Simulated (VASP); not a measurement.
# KCl in VASP: settings compared

KCl is run at these levels: r2SCAN, PBE; tasks: single point.

Program: VASP 6.6.1. These are calculated values, not measurements. Logs are shortened: lines on timing, memory, paths and dates and some standing lists are left out, and cuts for length are marked.

## (1) The cell of the first run

It takes space group Fm-3m (No. 225, cubic). The conventional cell has a = 6.290 Å, b = 6.290 Å, c = 6.290 Å, α = 90.00°, β = 90.00°, γ = 90.00°. Within 4.1 Å of K (site symmetry m-3m) lie 6 Cl at 3.14 Å. Within 4.1 Å of Cl (site symmetry m-3m) lie 6 K at 3.14 Å.

## (2) Single point, r2SCAN

Contents of POSCAR:

```
KCl
1.0
    0.0000000000      3.1448483221      3.1448483221
    3.1448483221      0.0000000000      3.1448483221
    3.1448483221      3.1448483221      0.0000000000
K Cl
1 1
Direct
    0.0000000000      0.0000000000      0.0000000000
    0.5000000000      0.5000000000      0.5000000000
```

Contents of INCAR.step1:

```
PREC = Accurate
ENCUT = 520
ISMEAR = 0
SIGMA = 0.01
LREAL = F
LASPH = T
NELM = 100
NBANDS = 15
GGA = PE
ALGO = Normal
EDIFF = 1E-4
LWAVE = T
LCHARG = F
```

Contents of INCAR.step2:

```
PREC = Accurate
ENCUT = 520
EDIFF = 1E-6
ISMEAR = 0
SIGMA = 0.01
LREAL = F
LASPH = T
NELM = 100
ALGO = Normal
ISIF = 2
LWAVE = F
LCHARG = F
METAGGA = R2SCAN
LMIXTAU = T
NBANDS = 15
ISTART = 1
```

Contents of KPOINTS:

```
regular mesh
0
Gamma
  8 8 8
```

Potentials or basis: VASP PAW PBE potentials, release 64 (K_sv, Cl).

The run is started by

```sh
> cat potpaw_PBE.64/K_sv/POTCAR potpaw_PBE.64/Cl/POTCAR > POTCAR
> cp INCAR.step1 INCAR
> mpirun -np 1 vasp_std > vasp.out
> cp INCAR.step2 INCAR
> mpirun -np 1 vasp_std > vasp.out
```

OUTCAR:

```text
PREC = Accurate
   ENCUT = 520
   EDIFF = 1E-6
   ISMEAR = 0
   LREAL = F
   LASPH = T
   NELM = 100
   ISIF = 2
   METAGGA = R2SCAN
   ISTART = 1

 ion  position               nearest neighbor table
   1  0.000  0.000  0.000-   2 3.14   2 3.14   2 3.14   2 3.14   2 3.14   2 3.14
   2  0.500  0.500  0.500-   1 3.14   1 3.14   1 3.14   1 3.14   1 3.14   1 3.14

  LATTYP: Found a face centered cubic cell.
 ALAT       =     6.2896966442

  Lattice vectors:

 A1 = (   0.0000000000,   3.1448483221,   3.1448483221)
 A2 = (   3.1448483221,   0.0000000000,   3.1448483221)
 A3 = (   3.1448483221,   3.1448483221,   0.0000000000)

Analysis of symmetry for initial positions (statically):
=====================================================================
 Subroutine PRICEL returns:
 Original cell was already a primitive cell.

 Routine SETGRP: Setting up the symmetry group for a
 face centered cubic supercell.

 Subroutine GETGRP returns: Found 48 space group operations
[... 9 lines left out ...]

 Routine SETGRP: Setting up the symmetry group for a
 face centered cubic supercell.

 Subroutine GETGRP returns: Found 48 space group operations
[... 11 lines left out ...]
                                     Primitive cell

  volume of cell :      62.2055

  direct lattice vectors                    reciprocal lattice vectors
     0.000000000  3.144848322  3.144848322    -0.158990180  0.158990180  0.158990180
     3.144848322  0.000000000  3.144848322     0.158990180 -0.158990180  0.158990180
     3.144848322  3.144848322  0.000000000     0.158990180  0.158990180 -0.158990180

  length of vectors
     4.447487149  4.447487149  4.447487149     0.275379069  0.275379069  0.275379069

  position of ions in fractional coordinates (direct lattice)
     0.000000000  0.000000000  0.000000000
     0.500000000  0.500000000  0.500000000

  ion indices of the primitive-cell ions
   primitive index   ion index
                 1           1
                 2           2

----------------------------------------------------------------------------------------

 KPOINTS: regular mesh

Automatic generation of k-mesh.
 Grid dimensions read from file:
 generate k-points for:    8    8    8

 Generating k-lattice:

  Cartesian coordinates                     Fractional coordinates (reciprocal lattice)
    -0.019873772  0.019873772  0.019873772     0.125000000  0.000000000  0.000000000
     0.019873772 -0.019873772  0.019873772     0.000000000  0.125000000  0.000000000
     0.019873772  0.019873772 -0.019873772     0.000000000  0.000000000  0.125000000

  Length of vectors
     0.034422384  0.034422384  0.034422384

  Shift w.r.t. Gamma in fractional coordinates (k-lattice)
     0.000000000  0.000000000  0.000000000

 Subroutine IBZKPT returns following result:
 ===========================================

 Found     29 irreducible k-points:

 Following reciprocal coordinates:
            Coordinates               Weight
  0.000000  0.000000  0.000000      1.000000
  0.125000  0.000000  0.000000      8.000000
  0.250000  0.000000  0.000000      8.000000
  0.375000  0.000000  0.000000      8.000000
  0.500000  0.000000  0.000000      4.000000
  0.125000  0.125000  0.000000      6.000000
[... 16 lines left out ...]
  0.500000  0.250000  0.125000     48.000000
 -0.375000  0.250000  0.125000     24.000000
 [... further k-points ...]
   k-points           NKPTS =     29   k-points in BZ     NKDIM =     29   number of bands    NBANDS=     15
   number of dos      NEDOS =    301   number of ions     NIONS =      2
   total plane-waves  NPLWV =  46656
   dimension x,y,z NGX =    36 NGY =   36 NGZ =   36
   dimension x,y,z NGXF=    72 NGYF=   72 NGZF=   72
   ions per type =               1   1
   NGX,Y,Z   is equivalent  to a cutoff of  13.46, 13.46, 13.46 a.u.
   NGXF,Y,Z  is equivalent  to a cutoff of  26.91, 26.91, 26.91 a.u.
 SYSTEM =  unknown system
   PREC   = accura    normal or accurate (medium, high low for compatibility)
   ISTART =      1    job   : 0-new  1-cont  2-samecut
   ICHARG =      0    charge: 1-file 2-atom 10-const
   ISPIN  =      1    spin polarized calculation?
   LNONCOLLINEAR =      F non collinear calculations
   LSORBIT =      F    spin-orbit coupling
   LASPH  =      T    aspherical Exc in radial PAW
   ENCUT  =  520.0 eV  38.22 Ry    6.18 a.u.   8.27  8.27  8.27*2*pi/ulx,y,z
   NELM   =    100;   NELMIN=  2; NELMDL=  0     # of ELM steps
   EDIFF  = 0.1E-05   stopping-criterion for ELM
   LREAL  =      F    real-space projection
   EDIFFG = 0.1E-04   stopping-criterion for IOM
   NSW    =      0    number of steps for IOM
   IBRION =     -1    ionic relax: 0-MD 1-quasi-New 2-CG
   NFREE  =      0    steps in history (QN), initial steepest desc. (CG)
   ISIF   =      2    stress and relaxation
   ISYM   =      2    0-nonsym 1-usesym 2-fastsym
   POTIM  = 0.5000    time-step for ionic-motion
   TEBEG  =    0.0;   TEEND  =   0.0 temperature during run
[... 124 lines left out ...]
      5     -12.9919      2.00000
      6      -3.3062      2.00000
      7      -2.5803      2.00000
      8      -2.5803      2.00000
      9       5.8791      0.00000
     10       6.9913      0.00000
     11       9.0694      0.00000
     12       9.0694      0.00000
     13       9.9270      0.00000
     14       9.9270      0.00000
     15      10.7275      0.00000

 k-point     6 :       0.1250    0.1250    0.0000
  band No.  band energies     occupation
      1     -30.5209      2.00000
      2     -14.9576      2.00000
      3     -13.2222      2.00000
      4     -13.2222      2.00000
      5     -13.1668      2.00000
      6      -2.5195      2.00000
      7      -2.3005      2.00000
      8      -2.3005      2.00000
      9       4.0498      0.00000
     10       6.3134      0.00000
     11       7.1969      0.00000
     12       7.1969      0.00000
     13       7.9479      0.00000
     14       8.2574      0.00000
     15      11.9425      0.00000

 k-point     7 :       0.2500    0.1250    0.0000
  band No.  band energies     occupation
      1     -30.5180      2.00000
      2     -14.9897      2.00000
      3     -13.2290      2.00000
      4     -13.2254      2.00000
      5     -13.1228      2.00000
      6      -2.7852      2.00000
      7      -2.4005      2.00000
      8      -2.3760      2.00000
      9       4.7276      0.00000
     10       6.0687      0.00000
     11       7.6750      0.00000
[... 226 lines left out ...]
      4     -13.2517      2.00000
      5     -13.1673      2.00000
      6      -2.8298      2.00000
      7      -2.8059      2.00000
      8      -2.5480      2.00000
      9       5.5474      0.00000
     10       7.4141      0.00000
     11       7.9616      0.00000
     12       8.7340      0.00000
     13       9.5715      0.00000
     14       9.6412      0.00000
     15      11.1270      0.00000

 k-point    21 :       0.5000    0.5000    0.0000
  band No.  band energies     occupation
      1     -30.5095      2.00000
      2     -14.8278      2.00000
      3     -13.3539      2.00000
      4     -13.2691      2.00000
      5     -13.2691      2.00000
      6      -2.9275      2.00000
      7      -2.4848      2.00000
      8      -2.4848      2.00000
      9       4.7732      0.00000
     10       6.9644      0.00000
     11       8.4447      0.00000
     12       8.8566      0.00000
     13       9.3093      0.00000
     14      10.2541      0.00000
     15      10.2541      0.00000

 k-point    22 :       0.3750    0.2500    0.1250
  band No.  band energies     occupation
      1     -30.5151      2.00000
      2     -14.9980      2.00000
      3     -13.2516      2.00000
      4     -13.2261      2.00000
      5     -13.1044      2.00000
      6      -2.9541      2.00000
      7      -2.4851      2.00000
      8      -2.4531      2.00000
      9       5.4078      0.00000
     10       5.8744      0.00000
     11       8.1640      0.00000
     12       8.5132      0.00000
     13       8.5957      0.00000
     14       9.2807      0.00000
     15      11.2730      0.00000

 k-point    23 :       0.5000    0.2500    0.1250
  band No.  band energies     occupation
      1     -30.5121      2.00000
      2     -15.0055      2.00000
      3     -13.2658      2.00000
      4     -13.2366      2.00000
      5     -13.0859      2.00000
      6      -3.0636      2.00000
      7      -2.5998      2.00000
      8      -2.5520      2.00000
      9       5.9460      0.00000
     10       6.3246      0.00000
     11       8.5733      0.00000
     12       8.7793      0.00000
     13       9.2339      0.00000
     14       9.7727      0.00000
     15      10.5605      0.00000

 k-point    24 :      -0.3750    0.2500    0.1250
  band No.  band energies     occupation
      1     -30.5109      2.00000
      2     -15.0083      2.00000
      3     -13.2673      2.00000
      4     -13.2460      2.00000
      5     -13.0780      2.00000
      6      -3.0960      2.00000
      7      -2.6621      2.00000
      8      -2.5885      2.00000
      9       6.1512      0.00000
     10       6.6799      0.00000
     11       8.7132      0.00000
     12       8.7303      0.00000
     13       9.4940      0.00000
     14      10.4416      0.00000
     15      10.5109      0.00000

 [... further k-points ...]
[... 5 lines left out ...]
  --------------------------------------------------------------------------------------
  -------------------------------------------------------------------------------------
  Total        0.0012338      0.0012338      0.0012338     -0.0000000      0.0000000      0.0000000
  in kB        0.0317782      0.0317782      0.0317782     -0.0000000      0.0000000      0.0000000
  external PRESSURE =       0.0317782 kB  Pullay stress =       0.0000000 kB

 VOLUME and BASIS-vectors are now :
 -----------------------------------------------------------------------------
  energy-cutoff  :      520.00
  volume of cell :       62.21
      direct lattice vectors                 reciprocal lattice vectors
     0.000000000  3.144848322  3.144848322    -0.158990180  0.158990180  0.158990180
     3.144848322  0.000000000  3.144848322     0.158990180 -0.158990180  0.158990180
     3.144848322  3.144848322  0.000000000     0.158990180  0.158990180 -0.158990180

 POSITION                                       TOTAL-FORCE (eV/Angst)
 -----------------------------------------------------------------------------------
      0.00000      0.00000      0.00000         0.000000      0.000000      0.000000
      3.14485      3.14485      3.14485        -0.000000     -0.000000     -0.000000
 -----------------------------------------------------------------------------------
    total drift:                                0.000000      0.000000      0.000000

  FREE ENERGIE OF THE ION-ELECTRON SYSTEM (eV)
  ---------------------------------------------------
  free  energy   TOTEN  =       -16.5064841431 eV

  energy  without entropy=      -16.5064841431  energy(sigma->0) =      -16.50648414
```

It took 74 s on 1 thread of Intel Xeon 6975P-C (Granite Rapids), shared host; peak memory 0.22 GiB.

What came out:

- Free energy: -16.5065 eV
- Pressure: 0.0 GPa
- Band gap on the k mesh: 5.84 eV, direct

Caveat: the PAW data sets were made with another functional, which shifts forces and pressure a little. A k mesh can miss the band edges.

## (3) Single point, r2SCAN (strain +0.5%)

Contents of POSCAR:

```
KCl
1.0
    0.0000000000      3.1605725637      3.1605725637
    3.1605725637      0.0000000000      3.1605725637
    3.1605725637      3.1605725637      0.0000000000
K Cl
1 1
Direct
    0.0000000000      0.0000000000      0.0000000000
    0.5000000000      0.5000000000      0.5000000000
```

Contents of INCAR.step1:

```
PREC = Accurate ; ENCUT = 520
ISMEAR = 0 ; SIGMA = 0.01
LREAL = F ; LASPH = T
NELM = 60 ; NBANDS = 15
GGA = PE ; ALGO = Normal
EDIFF = 1E-4 ; LWAVE = T
LCHARG = F
```

Contents of INCAR.step2:

```
PREC = Accurate ; ENCUT = 520
EDIFF = 1E-7 ; ISMEAR = 0
SIGMA = 0.01 ; LREAL = F
LASPH = T ; NELM = 60
ALGO = Normal ; ISIF = 2
LWAVE = F ; LCHARG = T
METAGGA = R2SCAN ; LMIXTAU = T
LELF = T ; LVHAR = T
NBANDS = 15 ; ISTART = 1
```

KPOINTS is that of step 2.

Potentials or basis: VASP PAW PBE potentials, release 64 (K_sv, Cl).

The run is started by

```sh
> cat potpaw_PBE.64/K_sv/POTCAR potpaw_PBE.64/Cl/POTCAR > POTCAR
> cp INCAR.step1 INCAR
> mpirun -np 1 vasp_std > vasp.out
> cp INCAR.step2 INCAR
> mpirun -np 1 vasp_std > vasp.out
```

Run time: 90 s. Hardware: 1 thread of Intel Xeon 6975P-C (Granite Rapids), shared host; peak memory 0.22 GiB.

Results (log left out):

| Property | Result |
| --- | --- |
| Free energy | -16.5061 eV |
| Pressure | -0.3 GPa |
| Band gap on the k mesh | 5.78 eV, direct |

Levels at points of the mesh, in eV from the valence-band top:
| k point | band 4 | band 5 | band 6 | band 7 | band 8 | band 9 | band 10 | band 11 | band 12 | band 13 |
| --- | --- | --- | --- | --- | --- | --- | --- | --- | --- | --- |
| (0.00, 0.00, 0.00) | -10.99 | -10.99 | 0.00 | 0.00 | 0.00 | 5.78 | 9.03 | 9.03 | 9.03 | 10.06 |
| (0.50, 0.00, 0.00) | -11.00 | -10.78 | -1.02 | -0.31 | -0.31 | 8.09 | 9.19 | 11.28 | 11.28 | 12.13 |
| (0.50, 0.50, 0.00) | -11.04 | -11.04 | -0.66 | -0.22 | -0.22 | 7.04 | 9.15 | 10.61 | 11.09 | 11.51 |

Caveat: the cell differs from its parent crystal (strain +0.5%); the PAW data sets were made with another functional, which shifts forces and pressure a little. A k mesh can miss the band edges.

## (4) Single point, r2SCAN (strain +3.0%)

Contents of POSCAR:

```
KCl
1.0
    0.0000000000      3.2391937718      3.2391937718
    3.2391937718      0.0000000000      3.2391937718
    3.2391937718      3.2391937718      0.0000000000
K Cl
1 1
Direct
    0.0000000000      0.0000000000      0.0000000000
    0.5000000000      0.5000000000      0.5000000000
```

Contents of INCAR.step1:

```
SYSTEM = KCl
ALGO = Normal ; EDIFF = 1E-4
ENCUT = 520 ; GGA = PE
ISMEAR = 0 ; LASPH = .TRUE.
LCHARG = .FALSE. ; LREAL = .FALSE.
LWAVE = .TRUE. ; NBANDS = 15
NELM = 80 ; PREC = Accurate
SIGMA = 0.01
```

Contents of INCAR.step2:

```
SYSTEM = KCl
ALGO = Normal ; EDIFF = 1E-7
ENCUT = 520 ; ISIF = 2
ISMEAR = 0 ; ISTART = 1
LASPH = .TRUE. ; LCHARG = .FALSE.
LMIXTAU = .TRUE. ; LREAL = .FALSE.
LWAVE = .FALSE. ; METAGGA = R2SCAN
NBANDS = 15 ; NELM = 80
PREC = Accurate ; SIGMA = 0.01
```

Contents of KPOINTS:

```
k-points
0
G
  8 8 8
  0 0 0
```

The run is started by

```sh
> cat potpaw_PBE.64/K_sv/POTCAR potpaw_PBE.64/Cl/POTCAR > POTCAR
> cp INCAR.step1 INCAR
> mpirun -np 1 vasp_std > vasp.out
> cp INCAR.step2 INCAR
> mpirun -np 1 vasp_std > vasp.out
```

Wall time 68 s (1 thread of Intel Xeon 6975P-C (Granite Rapids), shared host); peak memory 0.22 GiB.

Results (log left out):

```yaml
Free_energy: -16.4815 eV
Pressure: -1.4 GPa
Band_gap_on_the_k_mesh: 5.54 eV, direct
```

Levels at points of the mesh, in eV from the valence-band top:
```tsv
k point	band 6	band 7	band 8	band 9	band 10	band 11
(0.00, 0.00, 0.00)	0.00	0.00	0.00	5.54	8.98	8.98
(0.50, 0.00, 0.00)	-0.90	-0.26	-0.26	7.88	8.89	11.03
(0.50, 0.50, 0.00)	-0.61	-0.21	-0.21	7.09	8.82	10.17
```

Caveat: the cell differs from its parent crystal (strain +3.0%); the PAW data sets were made with another functional, which shifts forces and pressure a little. A k mesh can miss the band edges.

## (5) Single point, PBE (uniaxial x strain +3.0%)

Contents of INCAR:

```
PREC = Accurate
ENCUT = 520
EDIFF = 1E-6
ISMEAR = -1
SIGMA = 0.02
LREAL = False
LASPH = True
NELM = 60
ALGO = Normal
ISIF = 2
LWAVE = False
LCHARG = False
GGA = PE
NBANDS = 15
```

Contents of KPOINTS:

```
Automatic mesh
0
Gamma
  8 8 8
```

Contents of POSCAR:

```
KCl
1.0
    0.0000000000      3.1448483221      3.1448483221
    3.2391937718      0.0000000000      3.1448483221
    3.2391937718      3.1448483221      0.0000000000
K Cl
1 1
Direct
    0.0000000000      0.0000000000      0.0000000000
    0.5000000000      0.5000000000      0.5000000000
```

The run is started by

```sh
> cat potpaw_PBE.64/K_sv/POTCAR potpaw_PBE.64/Cl/POTCAR > POTCAR
> mpirun -np 1 vasp_std > vasp.out
```

Run time: 54 s. Hardware: 1 thread of Intel Xeon Platinum 8375C at 2.90GHz (Ice Lake), shared host; peak memory 0.23 GiB.

The run converged. Its results:

- Free energy: -6.8063 eV
- Pressure: 0.3 GPa
- Band gap on the k mesh: 5.08 eV, direct

Stress tensor (GPa, compression positive):
```
-0.31  0.00  0.00
 0.00  0.60  0.00
 0.00  0.00  0.60
```

Levels at points of the mesh, in eV from the valence-band top:
```
           k point  band 6  band 7  band 8  band 9  band 10  band 11
(0.00, 0.00, 0.00)   -0.01    0.00    0.00    5.08     8.24     8.42
(0.50, 0.00, 0.00)   -1.01   -0.31   -0.31    7.50     8.48    10.41
(0.50, 0.50, 0.00)   -0.63   -0.24   -0.23    6.54     8.23     9.96
(0.00, 0.50, 0.50)   -0.67   -0.20   -0.20    6.58     8.20     9.78
```

Caveat: the cell differs from its parent crystal (uniaxial x strain +3.0%). A k mesh can miss the band edges.

## (6) Summary

| level | cell | smearing | gap on the mesh (eV) | pressure (GPa) |
| --- | --- | --- | --- | --- |
| r2SCAN | a = 4.447 Å, angles 60.0°, 2 atoms | gaussian 0.01 eV | 5.84 | 0.0 |
| r2SCAN | a = 4.470 Å, angles 60.0°, 2 atoms | gaussian 0.01 eV | 5.78 | -0.3 |
| r2SCAN | a = 4.581 Å, angles 60.0°, 2 atoms | gaussian 0.01 eV | 5.54 | -1.4 |
| PBE | a = 4.447, b = 4.515, c = 4.515 Å, angles 59.0, 60.5, 60.5°, 2 atoms | fermi-dirac 0.02 eV | 5.08 | 0.3 |

Alike in all rows: task single point; potentials or basis VASP PAW PBE potentials, release 64 (K_sv, Cl); no spin polarisation; k mesh 8 × 8 × 8; cutoff (eV) 520.

Caveats: the PAW data sets were made with another functional, which shifts forces and pressure a little (some runs).

Absolute energies hang on the potentials; compare differences alone.
